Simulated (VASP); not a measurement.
# I (C2/m) in VASP: single point with LDA

Aim: the single point of I with LDA.

Program: VASP 6.6.1. These are calculated values, not measurements. Logs are shortened: lines on timing, memory, paths and dates and some standing lists are left out, and cuts for length are marked.

## (1) The cell of the first run

Symmetry: C2/m, No. 12, monoclinic system. The conventional cell has a = 4.443 Å, b = 7.133 Å, c = 3.087 Å, α = 90.00°, β = 133.43°, γ = 90.00°. Within 4.5 Å of I (site symmetry 2/m) lie 16 I at 3.09 to 4.49 Å.

## (2) Single point, LDA

Contents of INCAR:

```
SYSTEM = I
PREC = Accurate
ENCUT = 520
EDIFF = 1E-7
ISMEAR = -1
SIGMA = 0.05
LREAL = .False.
LASPH = .True.
NELM = 100
ALGO = Normal
ISIF = 2
LWAVE = .False.
LCHARG = .False.
GGA = CA
NBANDS = 10
```

Contents of KPOINTS:

```
regular mesh
0
Gamma
  7 7 11
  0 0 0
```

Contents of POSCAR:

```
I
1.0
    2.1927016824     -3.5665534211     -0.3565830842
    2.1927016824      3.5665534211     -0.3565830842
   -1.7346544456      0.0000000000      2.5534719262
I
1
Direct
    0.5000000000      0.5000000000      0.5000000000
```

Potentials or basis: VASP PAW LDA potentials, release 64 (I).

Started as:

```bash
cat potpaw_LDA.64/I/POTCAR > POTCAR
mpirun -np 1 vasp_std > vasp.out
```

OUTCAR:

```text
SYSTEM = I
   PREC = Accurate
   ENCUT = 520
   EDIFF = 1E-7
   ISMEAR = -1
   LREAL = .False.
   LASPH = .True.
   NELM = 100
   ISIF = 2
   GGA = CA

 ion  position               nearest neighbor table
   1  0.500  0.500  0.500-

  LATTYP: Found a base centered monoclinic cell.
 ALAT       =     4.4430134656
 B/A-ratio  =     1.6054659517
 C/A-ratio  =     0.6947868902
 COS(beta)  =    -0.6874202757

  Lattice vectors:

 A1 = (   2.1927016824,  -3.5665534211,  -0.3565830842)
 A2 = (   2.1927016824,   3.5665534211,  -0.3565830842)
 A3 = (  -1.7346544456,   0.0000000000,   2.5534719262)

Analysis of symmetry for initial positions (statically):
=====================================================================
 Subroutine PRICEL returns:
 Original cell was already a primitive cell.

 Routine SETGRP: Setting up the symmetry group for a
 base centered monoclinic supercell.

 Subroutine GETGRP returns: Found  4 space group operations
 (whereof  4 operations were pure point group operations)
 out of a pool of  4 trial point group operations.

The static configuration has the point symmetry C_2h.

Analysis of symmetry for dynamics (positions and initial velocities):
=====================================================================
 Subroutine PRICEL returns:
 Original cell was already a primitive cell.

 Routine SETGRP: Setting up the symmetry group for a
 base centered monoclinic supercell.

 Subroutine GETGRP returns: Found  4 space group operations
 (whereof  4 operations were pure point group operations)
 out of a pool of  4 trial point group operations.

The dynamic configuration has the point symmetry C_2h.

 Subroutine INISYM returns: Found  4 space group operations
 (whereof  4 operations are pure point group operations),
 and found     1 'primitive' translations

----------------------------------------------------------------------------------------

                                     Primitive cell

  volume of cell :      35.5261

  direct lattice vectors                    reciprocal lattice vectors
     2.192701682 -3.566553421 -0.356583084     0.256349326 -0.140191367  0.174146225
     2.192701682  3.566553421 -0.356583084     0.256349326  0.140191367  0.174146225
    -1.734654446  0.000000000  2.553471926     0.071596505  0.000000000  0.440261428

  length of vectors
     4.201832394  4.201832394  3.086947509     0.340140418  0.340140418  0.446045048

  position of ions in fractional coordinates (direct lattice)
     0.500000000  0.500000000  0.500000000

  ion indices of the primitive-cell ions
   primitive index   ion index
                 1           1

----------------------------------------------------------------------------------------

 KPOINTS: regular mesh

Automatic generation of k-mesh.
 Grid dimensions read from file:
 generate k-points for:    7    7   11

 Generating k-lattice:

  Cartesian coordinates                     Fractional coordinates (reciprocal lattice)
     0.036621332 -0.020027338  0.024878032     0.142857143  0.000000000  0.000000000
     0.036621332  0.020027338  0.024878032     0.000000000  0.142857143  0.000000000
     0.006508773  0.000000000  0.040023766    -0.000000000 -0.000000000  0.090909091

  Length of vectors
     0.048591488  0.048591488  0.040549550

  Shift w.r.t. Gamma in fractional coordinates (k-lattice)
     0.000000000  0.000000000  0.000000000

 Subroutine IBZKPT returns following result:
 ===========================================

 Found    156 irreducible k-points:

 Following reciprocal coordinates:
            Coordinates               Weight
  0.000000  0.000000  0.000000      1.000000
  0.142857 -0.000000 -0.000000      4.000000
  0.285714 -0.000000 -0.000000      4.000000
  0.428571 -0.000000  0.000000      4.000000
  0.142857  0.142857 -0.000000      2.000000
  0.285714  0.142857  0.000000      4.000000
[... 16 lines left out ...]
 -0.142857  0.000000  0.090909      4.000000
  0.142857  0.142857  0.090909      2.000000
 [... further k-points ...]
   k-points           NKPTS =    156   k-points in BZ     NKDIM =    156   number of bands    NBANDS=     10
   number of dos      NEDOS =    301   number of ions     NIONS =      1
   total plane-waves  NPLWV =  24576
   dimension x,y,z NGX =    32 NGY =   32 NGZ =   24
   dimension x,y,z NGXF=    64 NGYF=   64 NGZF=   48
   ions per type =               1
   NGX,Y,Z   is equivalent  to a cutoff of  12.66, 12.66, 12.93 a.u.
   NGXF,Y,Z  is equivalent  to a cutoff of  25.32, 25.32, 25.85 a.u.
 SYSTEM =  I
   PREC   = accura    normal or accurate (medium, high low for compatibility)
   ISTART =      0    job   : 0-new  1-cont  2-samecut
   ICHARG =      2    charge: 1-file 2-atom 10-const
   ISPIN  =      1    spin polarized calculation?
   LNONCOLLINEAR =      F non collinear calculations
   LSORBIT =      F    spin-orbit coupling
   LASPH  =      T    aspherical Exc in radial PAW
   ENCUT  =  520.0 eV  38.22 Ry    6.18 a.u.   7.81  7.81  5.74*2*pi/ulx,y,z
   NELM   =    100;   NELMIN=  2; NELMDL= -5     # of ELM steps
   EDIFF  = 0.1E-06   stopping-criterion for ELM
   LREAL  =      F    real-space projection
   EDIFFG = 0.1E-05   stopping-criterion for IOM
   NSW    =      0    number of steps for IOM
   IBRION =     -1    ionic relax: 0-MD 1-quasi-New 2-CG
   NFREE  =      0    steps in history (QN), initial steepest desc. (CG)
   ISIF   =      2    stress and relaxation
   ISYM   =      2    0-nonsym 1-usesym 2-fastsym
   POTIM  = 0.5000    time-step for ionic-motion
   TEBEG  =    0.0;   TEEND  =   0.0 temperature during run
   PSTRESS=    0.0 pullay stress
   NELECT =       7.0000    total number of electrons
   NUPDOWN=      -1.0000    fix difference up-down
   EMIN   =  10.00;   EMAX   =-10.00  energy-range for DOS
   EFERMI =   0.00;   METHOD = LEGACY
   ISMEAR =    -1;   SIGMA  =   0.05  broadening in eV -4-tet -1-fermi 0-gaus
   EFERMI_NEDOS =   21; number of points for ismear=-14 and -15
   IALGO  =     38    algorithm
   IMIX   =      4    mixing-type and parameters
     AMIX     =   0.40;   BMIX     =  1.00
     AMIX_MAG =   1.60;   BMIX_MAG =  1.00
  volume/ion in A,a.u.               =      35.53       239.74
  Fermi-wavevector in a.u.,A,eV,Ry     =   0.952632  1.800213 12.347381  0.907507
  Thomas-Fermi vector in A             =   2.081212
   LORBIT       =      0    0 simple, 1 ext, 2 COOP (PROOUT), +10 PAW based schemes
   GGA     = CA    functional components
   LHFCALC =     F    Hartree Fock is set to
   AEXX    =    0.0000 exact exchange contribution
   IVDW    =     0    specifies the selected vdW correction
   LEPSILON=     F    determine dielectric tensor
   LRPA    =     F    only Hartree local field effects (RPA)
 non-spin polarized calculation
  energy-cutoff  :      520.00
  volume of cell :       35.53
 maximum number of plane-waves:       968
   NGX = 15   NGY = 15   NGZ = 11

 number of electron       6.9999999 magnetization

 Free energy of the ion-electron system (eV)
  ---------------------------------------------------
  ext. energy  EPLUGINS =         0.00000000
  ---------------------------------------------------
  free energy    TOTEN  =        -1.97182019 eV

  energy without entropy =       -1.96784153  energy(sigma->0) =       -1.96983086

 E-fermi :   4.6046     XC(G=0):  -9.2023

 val. band max:        4.5816037795   @ k =  -0.2857   0.1429   0.2727
 cond. band min:       4.6405362669   @ k =  -0.1429   0.1429   0.0909
 fundamental gap:      0.0589324874
 Fermi energy:         4.6046293911

 k-point     1 :       0.0000    0.0000    0.0000
  band No.  band energies     occupation
      1      -9.6768      2.00000
      2       3.1644      2.00000
      3       5.3905      0.00000
      4       6.3112      0.00000
      5       9.4292      0.00000
      6      12.2046      0.00000
      7      13.4378      0.00000
      8      16.1589      0.00000
      9      16.6696      0.00000
     10      17.3136      0.00000

 k-point     2 :       0.1429   -0.0000   -0.0000
  band No.  band energies     occupation
      1      -9.4507      2.00000
      2       2.9794      2.00000
      3       3.7748      2.00000
      4       6.4370      0.00000
      5      10.1114      0.00000
      6      13.1592      0.00000
      7      13.3957      0.00000
      8      14.6433      0.00000
      9      17.6568      0.00000
     10      18.0286      0.00000

 k-point     3 :       0.2857   -0.0000   -0.0000
  band No.  band energies     occupation
      1      -8.8559      2.00000
      2       1.0792      2.00000
      3       2.9127      2.00000
      4       6.7448      0.00000
      5      10.1324      0.00000
      6      13.1422      0.00000
      7      13.6968      0.00000
      8      17.9468      0.00000
      9      18.1757      0.00000
     10      19.0610      0.00000

 k-point     4 :       0.4286   -0.0000    0.0000
  band No.  band energies     occupation
      1      -8.2402      2.00000
      2      -0.6307      2.00000
      3       2.7929      2.00000
      4       7.0230      0.00000
      5       9.2032      0.00000
      6      14.2922      0.00000
      7      15.5223      0.00000
      8      17.1369      0.00000
      9      17.5204      0.00000
     10      19.5297      0.00000

 k-point     5 :       0.1429    0.1429   -0.0000
  band No.  band energies     occupation
      1      -8.9240      2.00000
      2       1.2595      2.00000
      3       3.3122      2.00000
      4       6.8049      0.00000
      5      10.6850      0.00000
      6      11.0647      0.00000
      7      13.9268      0.00000
      8      18.1611      0.00000
      9      18.2320      0.00000
     10      18.4900      0.00000

 k-point     6 :       0.2857    0.1429    0.0000
  band No.  band energies     occupation
      1      -8.2973      2.00000
      2      -0.4833      2.00000
      3       2.8885      2.00000
      4       7.0641      0.00000
      5       9.9539      0.00000
      6      12.7370      0.00000
      7      14.5193      0.00000
      8      17.2133      0.00000
      9      17.4586      0.00000
     10      19.4791      0.00000
[... 183 lines left out ...]
 k-point    21 :      -0.4286    0.0000    0.0909
  band No.  band energies     occupation
      1      -8.4568      2.00000
      2       0.3273      2.00000
      3       2.6922      2.00000
      4       5.9152      0.00000
      5       9.9684      0.00000
      6      14.6121      0.00000
      7      14.7335      0.00000
      8      16.1155      0.00000
      9      18.0188      0.00000
     10      19.6495      0.00000

 k-point    22 :      -0.2857    0.0000    0.0909
  band No.  band energies     occupation
      1      -9.1207      2.00000
      2       2.3754      2.00000
      3       3.1052      2.00000
      4       5.5584      0.00000
      5      10.8177      0.00000
      6      13.4201      0.00000
      7      14.2918      0.00000
      8      15.6546      0.00000
      9      16.2968      0.00000
     10      18.4753      0.00000

 k-point    23 :      -0.1429    0.0000    0.0909
  band No.  band energies     occupation
      1      -9.5233      2.00000
      2       2.9926      2.00000
      3       5.1665      0.00003
      4       5.3622      0.00000
      5       9.9835      0.00000
      6      12.6681      0.00000
      7      14.3236      0.00000
      8      15.3027      0.00000
      9      15.4573      0.00000
     10      18.1485      0.00000

 k-point    24 :       0.1429    0.1429    0.0909
  band No.  band energies     occupation
      1      -8.4092      2.00000
      2       0.1277      2.00000
      3       3.2027      2.00000
      4       6.1412      0.00000
      5      10.5574      0.00000
      6      11.5316      0.00000
      7      15.1058      0.00000
      8      15.6231      0.00000
      9      16.8574      0.00000
     10      20.3878      0.00000

 [... further k-points ...]

------------------------ aborting loop because EDIFF is reached ----------------------------------------

  FORCE on cell =-STRESS in cart. coord.  units (eV):
  Direction    XX          YY          ZZ          XY          YZ          ZX
  --------------------------------------------------------------------------------------
  -------------------------------------------------------------------------------------
  Total       -0.0013788     -0.0041249     -0.0049208      0.0000000      0.0000000     -0.0055875
  in kB       -0.0621798     -0.1860259     -0.2219227      0.0000000      0.0000000     -0.2519866
  external PRESSURE =      -0.1567095 kB  Pullay stress =       0.0000000 kB

 VOLUME and BASIS-vectors are now :
 -----------------------------------------------------------------------------
  energy-cutoff  :      520.00
  volume of cell :       35.53
      direct lattice vectors                 reciprocal lattice vectors
     2.192701682 -3.566553421 -0.356583084     0.256349326 -0.140191367  0.174146225
     2.192701682  3.566553421 -0.356583084     0.256349326  0.140191367  0.174146225
    -1.734654446  0.000000000  2.553471926     0.071596505  0.000000000  0.440261428

 POSITION                                       TOTAL-FORCE (eV/Angst)
 -----------------------------------------------------------------------------------
      1.32537      0.00000      0.92015         0.000000     -0.000000      0.000000
 -----------------------------------------------------------------------------------
    total drift:                                0.000000     -0.000000     -0.000000

  FREE ENERGIE OF THE ION-ELECTRON SYSTEM (eV)
  ---------------------------------------------------
  free  energy   TOTEN  =        -1.9718201857 eV

  energy  without entropy=       -1.9678415275  energy(sigma->0) =       -1.96983086
```

Wall time 27 s (1 thread of AMD EPYC 9R45 (Zen 5), shared host); peak memory 0.15 GiB.

What came out:

| Quantity | Value |
| --- | --- |
| Free energy | -1.9718 eV |
| Pressure | 0.0 GPa |
| Band gap on the k mesh | zero (an odd number of electrons rules out a gap without spin polarisation) |

Caveat: spin-orbit coupling is left out, which moves the levels of the heavy elements; an odd number of electrons without spin polarisation forces a metal; a magnetic or distorted state may lie lower.

The gap in the log of VASP goes by the Fermi energy; the results here count the filled bands.